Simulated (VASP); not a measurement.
# ScTl2Co3 in VASP: further runs

Aim: see how the results for ScTl2Co3 move with the level of theory and the settings. Levels: r2SCAN, RPBE+U. Tasks: single point.

Everything below comes from runs of VASP 6.6.1. Logs are shortened: lines on timing, memory, paths and dates and some standing lists are left out, and cuts for length are marked.

### Step 1. The cell of the first run

It takes space group P6/mmm (No. 191, hexagonal). The conventional cell has a = 5.319 Å, b = 5.319 Å, c = 4.140 Å, α = 90.00°, β = 90.00°, γ = 120.00°. Within 4.2 Å of Sc (site symmetry 6/mmm) lie 6 Tl at 3.07 Å and 12 Co at 3.37 Å and 2 Sc at 4.14 Å. Co (site symmetry mmm) has 4 Tl at 2.58 Å and 4 Co at 2.66 Å and 4 Sc at 3.37 Å within 3.4 Å. Tl (site symmetry -6m2) has 6 Co at 2.58 Å and 3 Tl at 3.07 Å and 3 Sc at 3.07 Å within 3.4 Å.

### Step 2. Single point, r2SCAN

Contents of POSCAR:

```
ScTl2Co3
1.0
    5.3186929982      0.0000000000      0.0000000000
   -2.6593464991      4.6061232513      0.0000000000
    0.0000000000      0.0000000000      4.1400449833
Sc Co Tl
1 3 2
Direct
    0.0000000000      0.0000000000      0.0000000000
    0.5000000000      0.0000000000      0.5000000000
    0.5000000000      0.5000000000      0.5000000000
    0.0000000000      0.5000000000      0.5000000000
    0.3333333333      0.6666666667      0.0000000000
    0.6666666667      0.3333333333      0.0000000000
```

Contents of INCAR.step1:

```
SYSTEM = ScTl2Co3
  PREC = Accurate
  ENCUT = 520
  ISMEAR = -1
  SIGMA = 0.042
  LREAL = .False.
  LASPH = .True.
  NELM = 100
  NBANDS = 41
  GGA = PE
  ALGO = Normal
  EDIFF = 1E-4
  LWAVE = .True.
  LCHARG = .False.
```

Contents of INCAR.step2:

```
SYSTEM = ScTl2Co3
  PREC = Accurate
  ENCUT = 520
  EDIFF = 1E-7
  ISMEAR = -1
  SIGMA = 0.042
  LREAL = .False.
  LASPH = .True.
  NELM = 100
  ALGO = Normal
  ISIF = 2
  LWAVE = .False.
  LCHARG = .False.
  METAGGA = R2SCAN
  LMIXTAU = .True.
  NBANDS = 41
  ISTART = 1
```

Contents of KPOINTS:

```
Automatic mesh
0
Gamma
  4 4 5
  0 0 0
```

Potentials or basis: VASP PAW PBE potentials, release 64 (Sc_sv, Co, Tl_d).

Run with:

```sh
$ cat potpaw_PBE.64/Sc_sv/POTCAR potpaw_PBE.64/Co/POTCAR potpaw_PBE.64/Tl_d/POTCAR > POTCAR
$ cp INCAR.step1 INCAR
$ mpirun -np 1 vasp_std > vasp.out
$ cp INCAR.step2 INCAR
$ mpirun -np 1 vasp_std > vasp.out
```

OUTCAR:

```text
SYSTEM = ScTl2Co3
   PREC = Accurate
   ENCUT = 520
   EDIFF = 1E-7
   ISMEAR = -1
   LREAL = .False.
   LASPH = .True.
   NELM = 100
   ISIF = 2
   METAGGA = R2SCAN
   ISTART = 1

 ion  position               nearest neighbor table
   1  0.000  0.000  0.000-   5 3.07   6 3.07   5 3.07   6 3.07   6 3.07   5 3.07
   2  0.500  0.000  0.500-   5 2.58   6 2.58   5 2.58   6 2.58   3 2.66   4 2.66   3 2.66   4 2.66

   3  0.500  0.500  0.500-   5 2.58   6 2.58   5 2.58   6 2.58   2 2.66   2 2.66   4 2.66   4 2.66

   4  0.000  0.500  0.500-   5 2.58   6 2.58   5 2.58   6 2.58   2 2.66   2 2.66   3 2.66   3 2.66

   5  0.333  0.667  0.000-   2 2.58   2 2.58   4 2.58   4 2.58   3 2.58   3 2.58   6 3.07   1 3.07
                             6 3.07   1 3.07   1 3.07   6 3.07
   6  0.667  0.333  0.000-   2 2.58   2 2.58   4 2.58   4 2.58   3 2.58   3 2.58   5 3.07   1 3.07
                             5 3.07   1 3.07   1 3.07   5 3.07

  LATTYP: Found a hexagonal cell.
 ALAT       =     5.3186929982
 C/A-ratio  =     0.7783951780

  Lattice vectors:

 A1 = (   5.3186929982,   0.0000000000,   0.0000000000)
 A2 = (  -2.6593464991,   4.6061232513,   0.0000000000)
 A3 = (   0.0000000000,   0.0000000000,   4.1400449833)

Analysis of symmetry for initial positions (statically):
=====================================================================
 Subroutine PRICEL returns:
 Original cell was already a primitive cell.

 Routine SETGRP: Setting up the symmetry group for a
 hexagonal supercell.

 Subroutine GETGRP returns: Found 24 space group operations
 (whereof 24 operations were pure point group operations)
 out of a pool of 24 trial point group operations.

The static configuration has the point symmetry D_6h.

Analysis of symmetry for dynamics (positions and initial velocities):
=====================================================================
 Subroutine PRICEL returns:
 Original cell was already a primitive cell.

 Routine SETGRP: Setting up the symmetry group for a
 hexagonal supercell.

 Subroutine GETGRP returns: Found 24 space group operations
 (whereof 24 operations were pure point group operations)
 out of a pool of 24 trial point group operations.

The dynamic configuration has the point symmetry D_6h.

 Subroutine INISYM returns: Found 24 space group operations
 (whereof 24 operations are pure point group operations),
 and found     1 'primitive' translations

----------------------------------------------------------------------------------------

                                     Primitive cell

  volume of cell :     101.4251

  direct lattice vectors                    reciprocal lattice vectors
     5.318692998  0.000000000  0.000000000     0.188016116  0.108551155  0.000000000
    -2.659346499  4.606123251  0.000000000     0.000000000  0.217102310  0.000000000
     0.000000000  0.000000000  4.140044983     0.000000000  0.000000000  0.241543269

  length of vectors
     5.318692998  5.318692998  4.140044983     0.217102310  0.217102310  0.241543269

  position of ions in fractional coordinates (direct lattice)
     0.000000000  0.000000000  0.000000000
     0.500000000  0.000000000  0.500000000
     0.500000000  0.500000000  0.500000000
     0.000000000  0.500000000  0.500000000
     0.333333333  0.666666667  0.000000000
     0.666666667  0.333333333  0.000000000

  ion indices of the primitive-cell ions
   primitive index   ion index
                 1           1
                 2           2
                 3           3
                 4           4
                 5           5
                 6           6

----------------------------------------------------------------------------------------

 KPOINTS: Automatic mesh

Automatic generation of k-mesh.
 Grid dimensions read from file:
 generate k-points for:    4    4    5

 Generating k-lattice:

  Cartesian coordinates                     Fractional coordinates (reciprocal lattice)
     0.047004029  0.027137789  0.000000000     0.250000000  0.000000000  0.000000000
     0.000000000  0.054275578  0.000000000     0.000000000  0.250000000  0.000000000
     0.000000000  0.000000000  0.048308654     0.000000000  0.000000000  0.200000000

  Length of vectors
     0.054275578  0.054275578  0.048308654

  Shift w.r.t. Gamma in fractional coordinates (k-lattice)
     0.000000000  0.000000000  0.000000000

 Subroutine IBZKPT returns following result:
 ===========================================

 Found     12 irreducible k-points:

 Following reciprocal coordinates:
            Coordinates               Weight
  0.000000  0.000000  0.000000      1.000000
  0.250000  0.000000  0.000000      6.000000
  0.500000  0.000000  0.000000      3.000000
  0.250000  0.250000  0.000000      6.000000
  0.000000  0.000000  0.200000      2.000000
  0.250000  0.000000  0.200000     12.000000
  0.500000  0.000000  0.200000      6.000000
  0.250000  0.250000  0.200000     12.000000
[... 32 lines left out ...]
   PSTRESS=    0.0 pullay stress
   NELECT =      64.0000    total number of electrons
   NUPDOWN=      -1.0000    fix difference up-down
   EMIN   =  10.00;   EMAX   =-10.00  energy-range for DOS
   EFERMI =   0.00;   METHOD = LEGACY
   ISMEAR =    -1;   SIGMA  =   0.04  broadening in eV -4-tet -1-fermi 0-gaus
   EFERMI_NEDOS =   21; number of points for ismear=-14 and -15
   IALGO  =     38    algorithm
   IMIX   =      4    mixing-type and parameters
     AMIX     =   0.40;   BMIX     =  1.00
     AMIX_MAG =   1.60;   BMIX_MAG =  1.00
  volume/ion in A,a.u.               =      16.90       114.08
  Fermi-wavevector in a.u.,A,eV,Ry     =   1.404170  2.653496 26.826511  1.971693
  Thomas-Fermi vector in A             =   2.526758
   LORBIT       =      0    0 simple, 1 ext, 2 COOP (PROOUT), +10 PAW based schemes
   METAGGA = R2SCAN    functional components
   LHFCALC =     F    Hartree Fock is set to
   AEXX    =    0.0000 exact exchange contribution
   IVDW    =     0    specifies the selected vdW correction
   LEPSILON=     F    determine dielectric tensor
   LRPA    =     F    only Hartree local field effects (RPA)
 non-spin polarized calculation
  energy-cutoff  :      520.00
  volume of cell :      101.43
 maximum number of plane-waves:      2753
 NGX is ok and might be reduce to    40
   NGX = 19   NGY = 19   NGZ = 15

 number of electron      64.0000031 magnetization

 Free energy of the ion-electron system (eV)
  ---------------------------------------------------
  ext. energy  EPLUGINS =         0.00000000
  ---------------------------------------------------
  free energy    TOTEN  =      -153.92029757 eV

  energy without entropy =     -153.85579300  energy(sigma->0) =     -153.88804529

 E-fermi :   8.0357     XC(G=0): -12.6637

 val. band max:        8.0343128659   @ k =   0.2500   0.0000   0.4000
 cond. band min:       8.0807644798   @ k =   0.2500   0.2500   0.2000
 fundamental gap:      0.0464516139
 Fermi energy:         8.0356606562

 k-point     1 :       0.0000    0.0000    0.0000
  band No.  band energies     occupation
      1     -44.5472      2.00000
      2     -22.1983      2.00000
      3     -22.1982      2.00000
      4     -22.1253      2.00000
      5      -4.5814      2.00000
      6      -4.3504      2.00000
[... 33 lines left out ...]
     40      12.0205      0.00000
     41      12.0205      0.00000

 k-point     2 :       0.2500    0.0000    0.0000
  band No.  band energies     occupation
      1     -44.5471      2.00000
      2     -22.1995      2.00000
      3     -22.1981      2.00000
      4     -22.1253      2.00000
      5      -4.5645      2.00000
      6      -4.4986      2.00000
[... 33 lines left out ...]
     40      12.3459      0.00000
     41      12.9356      0.00000

 k-point     3 :       0.5000    0.0000    0.0000
  band No.  band energies     occupation
      1     -44.5471      2.00000
      2     -22.2006      2.00000
      3     -22.1979      2.00000
      4     -22.1254      2.00000
      5      -4.6625      2.00000
      6      -4.5876      2.00000
[... 347 lines left out ...]
      2     -22.1990      2.00000
      3     -22.1966      2.00000
      4     -22.1382      2.00000
      5      -4.6426      2.00000
      6      -4.5599      2.00000
[... 33 lines left out ...]
     40      10.6995      0.00000
     41      11.8517      0.00000

 k-point    12 :       0.2500    0.2500    0.4000
  band No.  band energies     occupation
      1     -44.5465      2.00000
      2     -22.1985      2.00000
      3     -22.1972      2.00000
      4     -22.1382      2.00000
      5      -4.6774      2.00000
      6      -4.4960      2.00000
[... 33 lines left out ...]
     40      10.9582      0.00000
     41      12.1473      0.00000

------------------------ aborting loop because EDIFF is reached ----------------------------------------

  FORCE on cell =-STRESS in cart. coord.  units (eV):
  Direction    XX          YY          ZZ          XY          YZ          ZX
  --------------------------------------------------------------------------------------
  -------------------------------------------------------------------------------------
  Total        0.2829358      0.2829358      0.2504679      0.0000000     -0.0000000      0.0000000
  in kB        4.4694391      4.4694391      3.9565540      0.0000000     -0.0000000      0.0000000
  external PRESSURE =       4.2984774 kB  Pullay stress =       0.0000000 kB

 VOLUME and BASIS-vectors are now :
 -----------------------------------------------------------------------------
  energy-cutoff  :      520.00
  volume of cell :      101.43
      direct lattice vectors                 reciprocal lattice vectors
     5.318692998  0.000000000  0.000000000     0.188016116  0.108551155  0.000000000
    -2.659346499  4.606123251  0.000000000     0.000000000  0.217102310  0.000000000
     0.000000000  0.000000000  4.140044983     0.000000000  0.000000000  0.241543269

 POSITION                                       TOTAL-FORCE (eV/Angst)
 -----------------------------------------------------------------------------------
      0.00000      0.00000      0.00000        -0.000000      0.000000      0.000000
      2.65935      0.00000      2.07002        -0.000000      0.000000      0.000000
      1.32967      2.30306      2.07002        -0.000000      0.000000      0.000000
     -1.32967      2.30306      2.07002        -0.000000      0.000000      0.000000
     -0.00000      3.07075      0.00000        -0.000000      0.000000     -0.000000
      2.65935      1.53537      0.00000         0.000000      0.000000      0.000000
 -----------------------------------------------------------------------------------
    total drift:                               -0.000000     -0.000000      0.000000

  FREE ENERGIE OF THE ION-ELECTRON SYSTEM (eV)
  ---------------------------------------------------
  free  energy   TOTEN  =      -153.9202975678 eV

  energy  without entropy=     -153.8557930033  energy(sigma->0) =     -153.88804529
```

It took 14 min on 1 thread of Intel Xeon 8259CL, shared host; peak memory 0.26 GiB.

Results:

| Item | Value |
| --- | --- |
| Free energy | -153.9203 eV |
| Pressure | 0.4 GPa |
| Band gap on the k mesh | zero (bands 32 and 33 overlap by 0.51 eV) |

Caveat: the PAW data sets were made with another functional, which shifts forces and pressure a little; spin-orbit coupling is left out, which moves the levels of the heavy elements; the run has no spin polarisation, though such a crystal can be magnetic. Spin polarisation is off, so any magnetic state and its effect on volume and gap are missing.

### Step 3. Single point, RPBE+U

This run uses another cell than the first one, of 18.22 Å³/atom.

Contents of INCAR:

```
SYSTEM = ScTl2Co3
PREC     = Accurate       ! precision mode
ENCUT    = 520            ! plane-wave cutoff, eV
EDIFF    = 1E-6           ! SCF threshold, eV
ISMEAR   = -1             ! smearing method
SIGMA    = 0.042          ! smearing width, eV
LREAL    = .False.        ! projectors in reciprocal space
LASPH    = .True.         ! aspherical terms in the spheres
NELM     = 150            ! most SCF steps
ALGO     = Normal         ! electronic algorithm
ISIF     = 2              ! what is computed and relaxed
LWAVE    = .False.        ! write WAVECAR
LCHARG   = .False.        ! write CHGCAR
LMAXMIX  = 4              ! l up to which the mixer works
LDAU     = .True.         ! DFT+U
LDAUTYPE = 2            
LDAUL    = 2 -1 -1        ! shell
LDAUU    = 3 0 0          ! U, eV
LDAUJ    = 0 0 0        
LDAUPRINT= 1            
GGA      = RP             ! functional
NBANDS   = 41             ! bands
```

Contents of KPOINTS:

```
regular mesh
0
Gamma
  4 4 5
  0 0 0
```

Changes to POSCAR since step 2:

```diff
@@ -2,5 +2,5 @@
 1.0
-    5.3186929982      0.0000000000      0.0000000000
-   -2.6593464991      4.6061232513      0.0000000000
-    0.0000000000      0.0000000000      4.1400449833
+    5.4716966495      0.0000000000      0.0000000000
+   -2.7358483247      4.7386283002      0.0000000000
+    0.0000000000      0.0000000000      4.2151117543
 Sc Co Tl
```

Potentials or basis: VASP PAW PBE potentials, release 64 (Sc_sv, Co, Tl_d).

Run with:

```sh
$ cat potpaw_PBE.64/Sc_sv/POTCAR potpaw_PBE.64/Co/POTCAR potpaw_PBE.64/Tl_d/POTCAR > POTCAR
$ mpirun -np 1 vasp_std > vasp.out
```

Wall time 3.1 min (1 thread of Intel Xeon 8259CL, shared host); peak memory 0.25 GiB.

The run converged. Its results:

```
Free energy            : -25.1432 eV
Pressure               : -0.3 GPa
Band gap on the k mesh : zero (bands 32 and 33 overlap by 0.46 eV)
```

Levels at points of the mesh, in eV from the Fermi level:
| k point | band 30 | band 31 | band 32 | band 33 | band 34 | band 35 |
| --- | --- | --- | --- | --- | --- | --- |
| (0.00, 0.00, 0.00) | -0.17 | -0.17 | 0.18 | 0.18 | 0.52 | 0.89 |
| (0.50, 0.00, 0.00) | -0.41 | -0.18 | -0.16 | 0.89 | 0.92 | 0.95 |

Eigenvalues of the final occupation matrices:
```tsv
site	spin	trace	eigenvalues
site 1 d	1	0.37	0.04 0.08 0.08 0.08 0.08
site 1 d	2	0.37	0.04 0.08 0.08 0.08 0.08
```

Caveat: the PAW data sets were made with another functional, which shifts forces and pressure a little; spin-orbit coupling is left out, which moves the levels of the heavy elements; the run has no spin polarisation, though such a crystal can be magnetic; U without spin polarisation on a metal has little footing; the U is typed as a test and isn't derived for this compound. Spin polarisation is off, so any magnetic state and its effect on volume and gap are missing.

### Step 4. Single point, r2SCAN

Contents of POSCAR:

```
ScTl2Co3
1.0
    5.3292829009     -0.0025440908      0.0000000000
   -2.6668446977      4.6140223307      0.0000000000
    0.0000000000      0.0000000000      4.1224817514
Sc Co Tl
1 3 2
Direct
    0.0000000000      0.0000000000      0.0000000000
    0.5000000000      0.0000000000      0.5000000000
    0.5000000000      0.5000000000      0.5000000000
    0.0000000000      0.5000000000      0.5000000000
    0.3333630391      0.6666369609      0.0000000000
    0.6666369609      0.3333630391      0.0000000000
```

Contents of INCAR.step1:

```
PREC = Accurate
ENCUT = 520
ISMEAR = -1
SIGMA = 0.042
LREAL = False
LASPH = True
NELM = 60
NBANDS = 41
ISYM = 0
GGA = PE
ALGO = Normal
EDIFF = 1E-4
LWAVE = True
LCHARG = False
```

Contents of INCAR.step2:

```
PREC = Accurate
ENCUT = 520
EDIFF = 1E-6
ISMEAR = -1
SIGMA = 0.042
LREAL = False
LASPH = True
NELM = 60
ALGO = Normal
ISIF = 2
LWAVE = False
LCHARG = False
METAGGA = R2SCAN
LMIXTAU = True
NBANDS = 41
ISYM = 0
ISTART = 1
```

Contents of KPOINTS:

```
Automatic mesh
0
Gamma
  4 4 5
  0.5 0.5 0.5
```

Run with:

```sh
$ cat potpaw_PBE.64/Sc_sv/POTCAR potpaw_PBE.64/Co/POTCAR potpaw_PBE.64/Tl_d/POTCAR > POTCAR
$ cp INCAR.step1 INCAR
$ mpirun -np 1 vasp_std > vasp.out
$ cp INCAR.step2 INCAR
$ mpirun -np 1 vasp_std > vasp.out
```

It took 23 min on 1 thread of Intel Xeon 8259CL, shared host; peak memory 0.33 GiB.

Results (log left out):

```
Free energy            : -153.9726 eV
Pressure               : 0.4 GPa
Band gap on the k mesh : zero (bands 32 and 33 overlap by 0.41 eV)
```

Levels at points of the mesh, in eV from the Fermi level:
| k point | band 30 | band 31 | band 32 | band 33 | band 34 | band 35 |
| --- | --- | --- | --- | --- | --- | --- |
| (0.12, 0.12, 0.10) | -0.32 | -0.14 | -0.10 | 0.32 | 0.85 | 0.98 |

Caveat: the PAW data sets were made with another functional, which shifts forces and pressure a little; spin-orbit coupling is left out, which moves the levels of the heavy elements; the run has no spin polarisation, though such a crystal can be magnetic.

### Step 5. Single point, r2SCAN

Contents of POSCAR:

```
ScTl2Co3
1.0
    5.3292859784     -0.0025448919      0.0000000000
   -2.6668469302      4.6140245954      0.0000000000
    0.0000000000      0.0000000000      4.1224730488
Sc Co Tl
1 3 2
Direct
    0.0000000000      0.0000000000      0.0000000000
    0.5000000000      0.0000000000      0.5000000000
    0.5000000000      0.5000000000      0.5000000000
    0.0000000000      0.5000000000      0.5000000000
    0.3333629192      0.6666370808      0.0000000000
    0.6666370808      0.3333629192      0.0000000000
```

Contents of INCAR.step1:

```
  ALGO = Normal
  EDIFF = 1E-4
  ENCUT = 520
  GGA = PE
  ISMEAR = -1
  ISYM = 0
  LASPH = True
  LCHARG = False
  LREAL = False
  LWAVE = True
  NBANDS = 41
  NELM = 80
  PREC = Accurate
  SIGMA = 0.042
```

Contents of INCAR.step2:

```
  ALGO = Normal
  EDIFF = 1E-6
  ENCUT = 520
  ISIF = 2
  ISMEAR = -1
  ISTART = 1
  ISYM = 0
  LASPH = True
  LCHARG = False
  LMIXTAU = True
  LREAL = False
  LWAVE = False
  METAGGA = R2SCAN
  NBANDS = 41
  NELM = 80
  PREC = Accurate
  SIGMA = 0.042
```

KPOINTS is that of step 4.

Run with:

```sh
$ cat potpaw_PBE.64/Sc_sv/POTCAR potpaw_PBE.64/Co/POTCAR potpaw_PBE.64/Tl_d/POTCAR > POTCAR
$ cp INCAR.step1 INCAR
$ mpirun -np 1 vasp_std > vasp.out
$ cp INCAR.step2 INCAR
$ mpirun -np 1 vasp_std > vasp.out
```

Wall time 24 min (1 thread of Intel Xeon 8259CL, shared host); peak memory 0.33 GiB.

It converged, with:

```yaml
Free_energy: -153.9726 eV
Pressure: 0.4 GPa
Band_gap_on_the_k_mesh: zero (bands 32 and 33 overlap by 0.41 eV)
```

Levels at points of the mesh, in eV from the Fermi level:
```csv
k point,band 29,band 30,band 31,band 32,band 33,band 34,band 35,band 36
"(0.12, 0.12, 0.10)",-0.36,-0.32,-0.14,-0.10,0.32,0.85,0.98,1.24
```

Caveat: the PAW data sets were made with another functional, which shifts forces and pressure a little; spin-orbit coupling is left out, which moves the levels of the heavy elements; the run has no spin polarisation, though such a crystal can be magnetic. Spin polarisation is off, so any magnetic state and its effect on volume and gap are missing.

### Step 6. The runs side by side

```tsv
level	U	cell	k mesh	gap on the mesh (eV)	pressure (GPa)
r2SCAN	-	a = 5.319, b = 5.319, c = 4.140 Å, angles 90.0, 90.0, 120.0°, 6 atoms	4 × 4 × 5	none	0.4
RPBE+U	Sc d U = 3.0 eV	a = 5.472, b = 5.472, c = 4.215 Å, angles 90.0, 90.0, 120.0°, 6 atoms	4 × 4 × 5	none	-0.3
r2SCAN	-	a = 5.329, b = 5.329, c = 4.122 Å, angles 90.0, 90.0, 120.1°, 6 atoms	4 × 4 × 5, shifted	none	0.4
```

Alike in all rows: task single point; potentials or basis VASP PAW PBE potentials, release 64 (Sc_sv, Co, Tl_d); no spin polarisation; cutoff (eV) 520; smearing fermi-dirac 0.042 eV.

Caveats: the PAW data sets were made with another functional, which shifts forces and pressure a little; spin-orbit coupling is left out, which moves the levels of the heavy elements; the run has no spin polarisation, though such a crystal can be magnetic; U without spin polarisation on a metal has little footing (at least some runs); the U is typed as a test and isn't derived for this compound (at least some runs).

Total energies depend on the potentials used, so only differences within one code and one set of settings carry meaning.

The gap in the log of VASP goes by the Fermi energy; the results here count the filled bands.